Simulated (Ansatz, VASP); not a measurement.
**Ni in VASP and in Ansatz**

```
CELL_PARAMETERS angstrom
2.41447 0.00000 0.00000
-1.20724 2.09099 0.00000
0.00000 0.00000 3.96013
ATOMIC_POSITIONS crystal
Ni 0.33333 0.66667 0.25000
Ni 0.66667 0.33333 0.75000
```

Alike in both runs: task single point; functional PBEsol; k mesh 17 × 17 × 9; occupations fermi-dirac, width 0.05 eV; collinear spin.

|  | VASP | Ansatz |
| --- | --- | --- |
| version | VASP 6.6.1 | Ansatz 0.2.0 |
| potentials or method | VASP PAW PBE potentials, release 64 (Ni), cutoff 520 eV | plane waves (420 eV) with PAW, scalar-relativistic |
| valence electrons in the cell | 20 | 36 |

Ansatz gave:

* pressure (GPa): 10.4
* net moment per atom (μB): 0.63
* size of the moment on the site where the two differ most (μB): 0.66

Question: What did VASP give for the same quantities?

Answer: Pressure (GPa): 10.2; net moment per atom (μB): 0.62; size of the moment on the site where the two differ most (μB): 0.62.

VASP's potentials were made for PBE, not for PBEsol, and Ansatz warns of the same on its side. Site moments also hang on the region over which each program counts them. The functional is the same, so the differences come from potentials, cutoffs and numerics. VASP's potentials hold 20 valence electrons a cell and Ansatz's 36, so a difference there can come from the potentials and not from the codes.
